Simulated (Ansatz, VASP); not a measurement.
# Ti: VASP beside Ansatz

```
CELL_PARAMETERS angstrom
-1.61387 1.61387 1.61387
1.61387 -1.61387 1.61387
1.61387 1.61387 -1.61387
ATOMIC_POSITIONS crystal
Ti 0.00000 0.00000 0.00000
```

Alike in both runs: task single point; functional PBE; k mesh 18 × 18 × 18; occupations gaussian, width 0.1 eV; no spin polarisation.

|  | VASP | Ansatz |
| --- | --- | --- |
| version | VASP 6.6.1 | Ansatz 0.2.0 |
| potentials or method | VASP PAW PBE potentials, release 64 (Ti_sv), cutoff 500 eV | scalar-relativistic, plane waves, PAW |
| valence electrons in the cell | 12 | 12 |

|  | VASP | Ansatz | Ansatz less VASP |
| --- | --- | --- | --- |
| gap on the k mesh at the Fermi level (eV) | none | none | - |
| pressure (GPa) | 2.5 | 2.9 | +0.33 |

A gap of «none» marks a metal or a gap that the smearing closes.
